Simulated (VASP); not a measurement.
# LaC2 (I4/mmm) in VASP: notebook, part 2 of 2

VASP 6.6.1. The steps go on from the part before.

## Step 3: Single point, LDA

This run uses another cell than the first one, of 16.13 Å³/atom.

Contents of INCAR:

```
  PREC = Accurate
  ENCUT = 910
  EDIFF = 1E-6
  ISMEAR = 0
  SIGMA = 0.1
  LREAL = False
  LASPH = True
  NELM = 200
  ALGO = Normal
  ISIF = 2
  LWAVE = False
  LCHARG = False
  GGA = CA
  NBANDS = 16
  GGA_COMPAT = False
  LMAXMIX = 6
```

Contents of KPOINTS:

```
regular mesh
0
Gamma
  8 8 8
```

Contents of POSCAR:

```
LaC2
1.0
   -1.9303853680      1.9303853680      3.2467634991
    1.9303853680     -1.9303853680      3.2467634991
    1.9303853680      1.9303853680     -3.2467634991
La C
1 2
Direct
    0.0000000000      0.0000000000      0.0000000000
    0.4010777907      0.4010777907      0.0000000000
    0.5989222093      0.5989222093      0.0000000000
```

Potentials or basis: VASP PAW LDA potentials, release 64 (La, C_h).

The run is started by

```
$ cat potpaw_LDA.64/La/POTCAR potpaw_LDA.64/C_h/POTCAR > POTCAR
$ mpirun -np 1 vasp_std > vasp.out
```

OUTCAR:

```text
PREC = Accurate
   ENCUT = 910
   EDIFF = 1E-6
   ISMEAR = 0
   LREAL = False
   LASPH = True
   NELM = 200
   ISIF = 2
   GGA = CA

 ion  position               nearest neighbor table
   1  0.000  0.000  0.000-
   2  0.401  0.401  0.000-   3 1.28
   3  0.599  0.599  0.000-   2 1.28

  LATTYP: Found a body centered tetragonal cell.
 ALAT       =     3.8607707360
 C/A-ratio  =     1.6819250461

  Lattice vectors:

 A1 = (  -1.9303853680,   1.9303853680,   3.2467634991)
 A2 = (   1.9303853680,  -1.9303853680,   3.2467634991)
 A3 = (   1.9303853680,   1.9303853680,  -3.2467634991)

Analysis of symmetry for initial positions (statically):
=====================================================================
 Subroutine PRICEL returns:
 Original cell was already a primitive cell.

 Routine SETGRP: Setting up the symmetry group for a
 body centered tetragonal supercell.

 Subroutine GETGRP returns: Found 16 space group operations
 (whereof 16 operations were pure point group operations)
 out of a pool of 16 trial point group operations.

The static configuration has the point symmetry D_4h.

Analysis of symmetry for dynamics (positions and initial velocities):
=====================================================================
 Subroutine PRICEL returns:
 Original cell was already a primitive cell.

 Routine SETGRP: Setting up the symmetry group for a
 body centered tetragonal supercell.

 Subroutine GETGRP returns: Found 16 space group operations
 (whereof 16 operations were pure point group operations)
 out of a pool of 16 trial point group operations.

The dynamic configuration has the point symmetry D_4h.

 Subroutine INISYM returns: Found 16 space group operations
 (whereof 16 operations are pure point group operations),
 and found     1 'primitive' translations

----------------------------------------------------------------------------------------

                                     Primitive cell

  volume of cell :      48.3948

  direct lattice vectors                    reciprocal lattice vectors
    -1.930385368  1.930385368  3.246763499     0.000000000  0.259015639  0.153999514
     1.930385368 -1.930385368  3.246763499     0.259015639  0.000000000  0.153999514
     1.930385368  1.930385368 -3.246763499     0.259015639  0.259015639  0.000000000

  length of vectors
     4.241962819  4.241962819  4.241962819     0.301338600  0.301338600  0.366303430

  position of ions in fractional coordinates (direct lattice)
     0.000000000  0.000000000  0.000000000
     0.401077791  0.401077791  0.000000000
     0.598922209  0.598922209  0.000000000

  ion indices of the primitive-cell ions
   primitive index   ion index
                 1           1
                 2           2
                 3           3

----------------------------------------------------------------------------------------

 KPOINTS: regular mesh

Automatic generation of k-mesh.
 Grid dimensions read from file:
 generate k-points for:    8    8    8

 Generating k-lattice:

  Cartesian coordinates                     Fractional coordinates (reciprocal lattice)
     0.000000000  0.032376955  0.019249939     0.125000000  0.000000000  0.000000000
     0.032376955  0.000000000  0.019249939     0.000000000  0.125000000  0.000000000
     0.032376955  0.032376955  0.000000000     0.000000000  0.000000000  0.125000000

  Length of vectors
     0.037667325  0.037667325  0.045787929

  Shift w.r.t. Gamma in fractional coordinates (k-lattice)
     0.000000000  0.000000000  0.000000000

 Subroutine IBZKPT returns following result:
 ===========================================

 Found     59 irreducible k-points:

 Following reciprocal coordinates:
            Coordinates               Weight
  0.000000  0.000000  0.000000      1.000000
  0.125000  0.000000 -0.000000      8.000000
  0.250000  0.000000 -0.000000      8.000000
  0.375000  0.000000 -0.000000      8.000000
  0.500000  0.000000 -0.000000      4.000000
  0.125000  0.125000 -0.000000      8.000000
[... 16 lines left out ...]
  0.250000  0.125000  0.125000     16.000000
  0.375000  0.125000  0.125000      8.000000
 [... further k-points ...]
   k-points           NKPTS =     59   k-points in BZ     NKDIM =     59   number of bands    NBANDS=     16
   number of dos      NEDOS =    301   number of ions     NIONS =      3
   total plane-waves  NPLWV =  74088
   dimension x,y,z NGX =    42 NGY =   42 NGZ =   42
   dimension x,y,z NGXF=    84 NGYF=   84 NGZF=   84
   ions per type =               1   2
   NGX,Y,Z   is equivalent  to a cutoff of  16.46, 16.46, 16.46 a.u.
   NGXF,Y,Z  is equivalent  to a cutoff of  32.92, 32.92, 32.92 a.u.
 SYSTEM =  unknown system
   PREC   = accura    normal or accurate (medium, high low for compatibility)
   ISTART =      0    job   : 0-new  1-cont  2-samecut
   ICHARG =      2    charge: 1-file 2-atom 10-const
   ISPIN  =      1    spin polarized calculation?
   LNONCOLLINEAR =      F non collinear calculations
   LSORBIT =      F    spin-orbit coupling
   LASPH  =      T    aspherical Exc in radial PAW
   ENCUT  =  910.0 eV  66.88 Ry    8.18 a.u.  10.43 10.43 10.43*2*pi/ulx,y,z
   NELM   =    200;   NELMIN=  2; NELMDL= -5     # of ELM steps
   EDIFF  = 0.1E-05   stopping-criterion for ELM
   LREAL  =      F    real-space projection
[... 7 lines left out ...]
   TEBEG  =    0.0;   TEEND  =   0.0 temperature during run
   PSTRESS=    0.0 pullay stress
   NELECT =      19.0000    total number of electrons
   NUPDOWN=      -1.0000    fix difference up-down
   EMIN   =  10.00;   EMAX   =-10.00  energy-range for DOS
   EFERMI =   0.00;   METHOD = LEGACY
   ISMEAR =     0;   SIGMA  =   0.10  broadening in eV -4-tet -1-fermi 0-gaus
   EFERMI_NEDOS =   21; number of points for ismear=-14 and -15
   IALGO  =     38    algorithm
   IMIX   =      4    mixing-type and parameters
     AMIX     =   0.40;   BMIX     =  1.00
     AMIX_MAG =   1.60;   BMIX_MAG =  1.00
  volume/ion in A,a.u.               =      16.13       108.86
  Fermi-wavevector in a.u.,A,eV,Ry     =   1.198744  2.265298 19.551400  1.436987
  Thomas-Fermi vector in A             =   2.334625
   LORBIT       =      0    0 simple, 1 ext, 2 COOP (PROOUT), +10 PAW based schemes
   GGA     = CA    functional components
   LHFCALC =     F    Hartree Fock is set to
   AEXX    =    0.0000 exact exchange contribution
   IVDW    =     0    specifies the selected vdW correction
   LEPSILON=     F    determine dielectric tensor
   LRPA    =     F    only Hartree local field effects (RPA)
 non-spin polarized calculation
 Gauss-broadening in eV      SIGMA  =   0.10
  energy-cutoff  :      910.00
  volume of cell :       48.39
 maximum number of plane-waves:      3048
 NGX is ok and might be reduce to    42
   NGX = 21   NGY = 21   NGZ = 21

 number of electron      19.0000000 magnetization

 Free energy of the ion-electron system (eV)
  ---------------------------------------------------
  ext. energy  EPLUGINS =         0.00000000
  ---------------------------------------------------
  free energy    TOTEN  =       -26.16142347 eV

  energy without entropy =      -26.15720901  energy(sigma->0) =      -26.15931624

 E-fermi :   7.7801     XC(G=0): -10.7695

 val. band max:        7.7506874471   @ k =   0.1250   0.0000  -0.0000
 cond. band min:       7.7917222066   @ k =   0.5000   0.5000   0.3750
 fundamental gap:      0.0410347595
 Fermi energy:         7.7800841797

 k-point     1 :       0.0000    0.0000    0.0000
  band No.  band energies     occupation
      1     -24.2978      2.00000
      2      -7.8489      2.00000
      3      -7.8489      2.00000
      4      -7.7239      2.00000
      5      -6.8281      2.00000
      6       2.9517      2.00000
[... 8 lines left out ...]
     15      10.5666      0.00000
     16      10.5666      0.00000
[... 419 lines left out ...]
 k-point    24 :       0.3750    0.1250    0.1250
  band No.  band energies     occupation
      1     -24.1685      2.00000
      2      -9.2074      2.00000
      3      -8.2043      2.00000
      4      -7.9473      2.00000
      5      -5.8468      2.00000
      6       1.5618      2.00000
[... 8 lines left out ...]
     15      10.5004      0.00000
     16      10.5965      0.00000

 [... further k-points ...]

------------------------ aborting loop because EDIFF is reached ----------------------------------------

  FORCE on cell =-STRESS in cart. coord.  units (eV):
  Direction    XX          YY          ZZ          XY          YZ          ZX
  --------------------------------------------------------------------------------------
  -------------------------------------------------------------------------------------
  Total       -0.0374284     -0.0374284      0.0143585      0.0000000      0.0000000      0.0000000
  in kB       -1.2391182     -1.2391182      0.4753566      0.0000000      0.0000000      0.0000000
  external PRESSURE =      -0.6676266 kB  Pullay stress =       0.0000000 kB

 VOLUME and BASIS-vectors are now :
 -----------------------------------------------------------------------------
  energy-cutoff  :      910.00
  volume of cell :       48.39
      direct lattice vectors                 reciprocal lattice vectors
    -1.930385368  1.930385368  3.246763499     0.000000000  0.259015639  0.153999514
     1.930385368 -1.930385368  3.246763499     0.259015639  0.000000000  0.153999514
     1.930385368  1.930385368 -3.246763499     0.259015639  0.259015639  0.000000000

 POSITION                                       TOTAL-FORCE (eV/Angst)
 -----------------------------------------------------------------------------------
      0.00000      0.00000      0.00000        -0.000000     -0.000000      0.000000
      0.00000      0.00000      2.60441         0.000000      0.000000     -0.060563
      0.00000      0.00000      3.88912        -0.000000     -0.000000      0.060563
 -----------------------------------------------------------------------------------
    total drift:                               -0.000000     -0.000000      0.000000

  FREE ENERGIE OF THE ION-ELECTRON SYSTEM (eV)
  ---------------------------------------------------
  free  energy   TOTEN  =       -26.1614234703 eV

  energy  without entropy=      -26.1572090146  energy(sigma->0) =      -26.15931624
```

OSZICAR:

```text
N       E                     dE             d eps       ncg     rms          rms(c)
DAV:   1     0.179235765016E+03    0.17924E+03   -0.10222E+04  1936   0.252E+03
DAV:   2     0.501091178064E+01   -0.17422E+03   -0.15875E+03  2392   0.270E+02
DAV:   3    -0.272840223641E+02   -0.32295E+02   -0.31352E+02  3136   0.146E+02
DAV:   4    -0.288761723905E+02   -0.15922E+01   -0.15858E+01  2848   0.341E+01
DAV:   5    -0.289762149886E+02   -0.10004E+00   -0.99902E-01  3000   0.706E+00    0.824E+00
DAV:   6    -0.262776024302E+02    0.26986E+01   -0.10622E+01  3072   0.186E+01    0.349E+00
DAV:   7    -0.261841552744E+02    0.93447E-01   -0.10005E+00  2728   0.639E+00    0.165E+00
DAV:   8    -0.261638494713E+02    0.20306E-01   -0.17464E-01  3448   0.424E+00    0.400E-01
DAV:   9    -0.261615265781E+02    0.23229E-02   -0.16730E-02  3352   0.106E+00    0.121E-01
DAV:  10    -0.261614385896E+02    0.87989E-04   -0.18539E-03  3304   0.399E-01    0.364E-02
DAV:  11    -0.261614304930E+02    0.80965E-05   -0.10677E-04  3032   0.877E-02    0.265E-02
DAV:  12    -0.261614274487E+02    0.30443E-05   -0.16295E-04  3320   0.109E-01    0.116E-02
DAV:  13    -0.261614234080E+02    0.40407E-05   -0.26357E-05  3264   0.448E-02    0.173E-03
DAV:  14    -0.261614234703E+02   -0.62264E-07   -0.80133E-07  1584   0.716E-03
   1 F= -.26161423E+02 E0= -.26159316E+02  d E =-.421446E-02
```

stdout:

```text
POSCAR found type information on POSCAR LaC
 POSCAR found :  2 types and       3 ions
 scaLAPACK will be used
 LDA part: xc-table for (Slater(with rela. corr.)+CA(PZ))
 , standard interpolation
 POSCAR, INCAR and KPOINTS ok, starting setup
 FFT: planning ... GRIDC
 FFT: planning ... GRID_SOFT
 FFT: planning ... GRID
 WAVECAR not read
 entering main loop
```

Wall time 1.8 min (1 thread of Intel Xeon Platinum 8375C at 2.90GHz (Ice Lake), shared host); peak memory 0.31 GiB.

What came out:

```yaml
Free_energy: -26.1614 eV
Pressure: -0.1 GPa
Largest_force: 0.061 eV/Å
Band_gap_on_the_k_mesh: zero (an odd number of electrons rules out a gap without spin polarisation)
```

Forces on the atoms (eV/Å):
```
La   0.000  0.000  0.000
C    0.000  0.000 -0.061
C    0.000  0.000  0.061
```

Stress tensor (GPa, compression positive):
```
-0.12  0.00  0.00
 0.00 -0.12  0.00
 0.00  0.00  0.05
```

Caveat: the cutoff is under 1.25 times the usual one of these potentials, so pressure, stress and relaxed cells hold a basis-set (Pulay) error; spin-orbit coupling is left out, which moves the levels of the heavy elements.
